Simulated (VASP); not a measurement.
# GaN (I-4m2) in VASP: notebook, part 2 of 2

VASP 6.6.1.

### 3 Single point, r2SCAN (uniaxial z strain +4.5%)

Contents of POSCAR:

```
GaN
1.0
    0.0000000000      2.2489525444      2.3494807231
    2.2489525444      0.0000000000      2.3494807231
    2.2489525444      2.2489525444      0.0000000000
Ga N
1 1
Direct
    0.0000000000      0.0000000000      0.0000000000
    0.2500000000      0.2500000000      0.2500000000
```

Contents of INCAR.step1:

```
SYSTEM = GaN
PREC = Accurate ; ENCUT = 1460
ISMEAR = 0 ; SIGMA = 0.01
LREAL = .FALSE. ; LASPH = .TRUE.
NELM = 120 ; NBANDS = 16
GGA = PE ; ALGO = Normal
EDIFF = 1E-5 ; LWAVE = .TRUE.
LCHARG = .FALSE. ; GGA_COMPAT = .FALSE.
```

Contents of INCAR.step2:

```
SYSTEM = GaN
PREC = Accurate ; ENCUT = 1460
EDIFF = 1E-6 ; ISMEAR = 0
SIGMA = 0.01 ; LREAL = .FALSE.
LASPH = .TRUE. ; NELM = 120
ALGO = Normal ; ISIF = 2
LWAVE = .FALSE. ; LCHARG = .TRUE.
METAGGA = R2SCAN ; LMIXTAU = .TRUE.
LELF = .TRUE. ; LVHAR = .TRUE.
NBANDS = 16 ; ISTART = 1
GGA_COMPAT = .FALSE.
```

Contents of KPOINTS:

```
Automatic mesh
0
G
  10 10 10
  0 0 0
```

Potentials or basis: VASP PAW PBE potentials, release 64 (Ga_d, N_h).

Run with:

```bash
> cat potpaw_PBE.64/Ga_d/POTCAR potpaw_PBE.64/N_h/POTCAR > POTCAR
> cp INCAR.step1 INCAR
> mpirun -np 1 vasp_std > vasp.out
> cp INCAR.step2 INCAR
> mpirun -np 1 vasp_std > vasp.out
```

OUTCAR:

```text
SYSTEM = GaN
   PREC = Accurate
   ENCUT = 1460
   EDIFF = 1E-6
   ISMEAR = 0
   LREAL = .FALSE.
   LASPH = .TRUE.
   NELM = 120
   ISIF = 2
   METAGGA = R2SCAN
   ISTART = 1

 ion  position               nearest neighbor table
   1  0.000  0.000  0.000-   2 1.98   2 1.98   2 1.98   2 1.98
   2  0.250  0.250  0.250-   1 1.98   1 1.98   1 1.98   1 1.98

  LATTYP: Found a body centered tetragonal cell.
 ALAT       =     3.1804991894
 C/A-ratio  =     1.4774289086

  Lattice vectors:

 A1 = (  -2.2489525444,   0.0000000000,   2.3494807231)
 A2 = (   2.2489525444,   0.0000000000,   2.3494807231)
 A3 = (   0.0000000000,   2.2489525444,  -2.3494807231)

Analysis of symmetry for initial positions (statically):
=====================================================================
 Subroutine PRICEL returns:
 Original cell was already a primitive cell.

 Routine SETGRP: Setting up the symmetry group for a
 body centered tetragonal supercell.

 Subroutine GETGRP returns: Found  8 space group operations
 (whereof  8 operations were pure point group operations)
 out of a pool of 16 trial point group operations.

The static configuration has the point symmetry D_2d.

Analysis of symmetry for dynamics (positions and initial velocities):
=====================================================================
 Subroutine PRICEL returns:
 Original cell was already a primitive cell.

 Routine SETGRP: Setting up the symmetry group for a
 body centered tetragonal supercell.

 Subroutine GETGRP returns: Found  8 space group operations
 (whereof  8 operations were pure point group operations)
 out of a pool of 16 trial point group operations.

The dynamic configuration has the point symmetry D_2d.

 Subroutine INISYM returns: Found  8 space group operations
 (whereof  8 operations are pure point group operations),
 and found     1 'primitive' translations

----------------------------------------------------------------------------------------

                                     Primitive cell

[... 112 lines left out ...]
  Fermi-wavevector in a.u.,A,eV,Ry     =   1.492261  2.819965 30.298045  2.226843
  Thomas-Fermi vector in A             =   2.604812
   LORBIT       =      0    0 simple, 1 ext, 2 COOP (PROOUT), +10 PAW based schemes
   METAGGA = R2SCAN    functional components
   LHFCALC =     F    Hartree Fock is set to
   AEXX    =    0.0000 exact exchange contribution
   IVDW    =     0    specifies the selected vdW correction
   LEPSILON=     F    determine dielectric tensor
   LRPA    =     F    only Hartree local field effects (RPA)
 non-spin polarized calculation
 Gauss-broadening in eV      SIGMA  =   0.01
  energy-cutoff  :     1460.00
  volume of cell :       23.77
 maximum number of plane-waves:      3028
 NGX is ok and might be reduce to    42
   NGX = 21   NGY = 21   NGZ = 19

 number of electron      18.0000000 magnetization

 Free energy of the ion-electron system (eV)
  ---------------------------------------------------
  ext. energy  EPLUGINS =         0.00000000
  ---------------------------------------------------
  free energy    TOTEN  =       -21.86763783 eV

  energy without entropy =      -21.86763783  energy(sigma->0) =      -21.86763783

 E-fermi :   5.1387     XC(G=0): -12.4076

 val. band max:        4.9725890762   @ k =   0.0000   0.0000   0.0000
 cond. band min:       6.7604081690   @ k =   0.0000   0.0000   0.0000
 fundamental gap:      1.7878190927
 Fermi energy:         5.1386938107

 k-point     1 :       0.0000    0.0000    0.0000
  band No.  band energies     occupation
      1     -11.5102      2.00000
      2      -8.9430      2.00000
      3      -8.8977      2.00000
      4      -8.8976      2.00000
      5      -8.6036      2.00000
      6      -8.6014      2.00000
[... 433 lines left out ...]
      3      -8.6952      2.00000
      4      -8.6919      2.00000
      5      -8.5581      2.00000
      6      -7.8371      2.00000
[... 8 lines left out ...]
     15      27.7562      0.00000
     16      28.1624      0.00000

 [... further k-points ...]

------------------------ aborting loop because EDIFF is reached ----------------------------------------

  FORCE on cell =-STRESS in cart. coord.  units (eV):
  Direction    XX          YY          ZZ          XY          YZ          ZX
  --------------------------------------------------------------------------------------
  -------------------------------------------------------------------------------------
  Total       -0.7142870     -0.7142870     -1.6623894      0.0000000      0.0000000      0.0000000
  in kB      -48.1527232    -48.1527232   -112.0678058      0.0000000      0.0000000      0.0000000
  external PRESSURE =     -69.4577508 kB  Pullay stress =       0.0000000 kB

 VOLUME and BASIS-vectors are now :
 -----------------------------------------------------------------------------
  energy-cutoff  :     1460.00
  volume of cell :       23.77
      direct lattice vectors                 reciprocal lattice vectors
     0.000000000  2.248952544  2.349480723    -0.222325723  0.222325723  0.212812982
     2.248952544  0.000000000  2.349480723     0.222325723 -0.222325723  0.212812982
     2.248952544  2.248952544  0.000000000     0.222325723  0.222325723 -0.212812982

 POSITION                                       TOTAL-FORCE (eV/Angst)
 -----------------------------------------------------------------------------------
      0.00000      0.00000      0.00000        -0.000000      0.000000     -0.000000
      1.12448      1.12448      1.17474         0.000000     -0.000000      0.000000
 -----------------------------------------------------------------------------------
    total drift:                               -0.000063     -0.000063      0.000002

  FREE ENERGIE OF THE ION-ELECTRON SYSTEM (eV)
  ---------------------------------------------------
  free  energy   TOTEN  =       -21.8676378326 eV

  energy  without entropy=      -21.8676378326  energy(sigma->0) =      -21.86763783
```

OUTCAR.step1:

```text
SYSTEM = GaN
   PREC = Accurate
   ENCUT = 1460
   ISMEAR = 0
   LREAL = .FALSE.
   LASPH = .TRUE.
[... 679 lines left out ...]
      0.00000      0.00000      0.00000         0.000000      0.000000      0.000000
      1.12448      1.12448      1.17474        -0.000000     -0.000000     -0.000000
 -----------------------------------------------------------------------------------
    total drift:                                0.000000      0.000000     -0.000001

  FREE ENERGIE OF THE ION-ELECTRON SYSTEM (eV)
  ---------------------------------------------------
  free  energy   TOTEN  =       -12.1495714902 eV

  energy  without entropy=      -12.1495714902  energy(sigma->0) =      -12.14957149
```

Wall time 9.8 min (1 thread of Intel Xeon Platinum 8259CL at 2.50GHz (Skylake/Cascade Lake), shared host); peak memory 0.41 GiB.

What came out:

```
Free energy            : -21.8676 eV
Pressure               : -6.9 GPa
Band gap on the k mesh : 1.79 eV
```

Caveat: the cell differs from its parent crystal (uniaxial z strain +4.5%); the stress differs along the axes, from -11 to -5 GPa; the structure was generated, so it needn't be the stable form of GaN; the PAW data sets were made with another functional, which shifts forces and pressure a little.
